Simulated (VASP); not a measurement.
Here is a VASP 6.6.1 calculation.

The input INCAR:

```
SYSTEM = ZnInGaO4
PREC = Accurate
ENCUT = 520
EDIFF = 1E-7
ISMEAR = -1
SIGMA = 0.17
LREAL = Auto
LASPH = .True.
NELM = 80
ALGO = Normal
ISIF = 2
LWAVE = .False.
LCHARG = .False.
GGA = PE
NBANDS = 144
```

File KPOINTS:

```
Automatic mesh
0
Gamma
  2 2 2
  0 0 0
```

POSCAR

```
ZnInGaO4
1.0
   -3.5209220000     -2.0328050000      9.1289440000
    3.5209220000     -2.0328050000      9.1289440000
    0.0000000000      4.0656100000      9.1289440000
Zn In Ga O
4 4 4 16
Direct
    0.2103072510      0.1441598044      0.2703806816
    0.6804681097      0.6963162313      0.3072439541
    0.7140617613      0.2063822387      0.7023504875
    0.1789878230      0.6155496099      0.8633980304
    0.0339093879     -0.0295115002      0.0448739668
    0.5162041137      0.4488921994     -0.0038241221
    0.5343467461     -0.0271539063      0.5321278088
   -0.0274372359      0.4515282169      0.5723112316
    0.8001268534      0.7407389999      0.8155184120
    0.3018853427      0.2745913555      0.7773162488
    0.3584497538      0.6973950642      0.3243367232
    0.8534186462      0.2090419744      0.2737289759
    0.3105972477      0.1855163740      0.3773609006
    0.7066534561      0.6557292947      0.7413545489
    0.1684798375      0.0263579729      0.1373145174
    0.8316115601      0.7900031405      0.9443666440
    0.8108956186      0.7140459866      0.3628013803
    0.2014401289      0.2041098842      0.7228937587
    0.6399271190      0.5263773159      0.1570906916
    0.3290505428      0.3142532823      0.9106656153
    0.7812219791      0.2176480061      0.8496899359
    0.2698843860      0.6423152436      0.1899650896
    0.7136326969      0.0402579388      0.5917962258
    0.3840345994      0.8057423225      0.3812919772
    0.2671991609      0.7450285477      0.8570575011
    0.7150071385      0.1670540740      0.2084701787
    0.1506676993      0.5837644847      0.6006619956
    0.8882697894      0.2881712925      0.3859630691
```

Potentials or basis: VASP PAW PBE potentials, release 64 (Zn, In_d, Ga_d, O).

Launch:

```sh
$ cat potpaw_PBE.64/Zn/POTCAR potpaw_PBE.64/In_d/POTCAR potpaw_PBE.64/Ga_d/POTCAR potpaw_PBE.64/O/POTCAR > POTCAR
$ mpirun -np 1 vasp_std > vasp.out
```

(1) What does it give for the band gap on the k mesh?

(2) What does it give for the largest force?

(3) Estimate the pressure.

Answers

(1) zero (bands 124 and 125 overlap by 0.16 eV).

(2) 3.342 eV/Å.

(3) -8.2 GPa.

Caveat: the k points lie up to 0.53 Å⁻¹ apart; the atoms stand as in a frame of molecular dynamics; spin-orbit coupling is left out, which moves the levels of the heavy elements; forces of over 1 eV/Å act on the atoms, so gaps and moduli don't describe the material at rest.
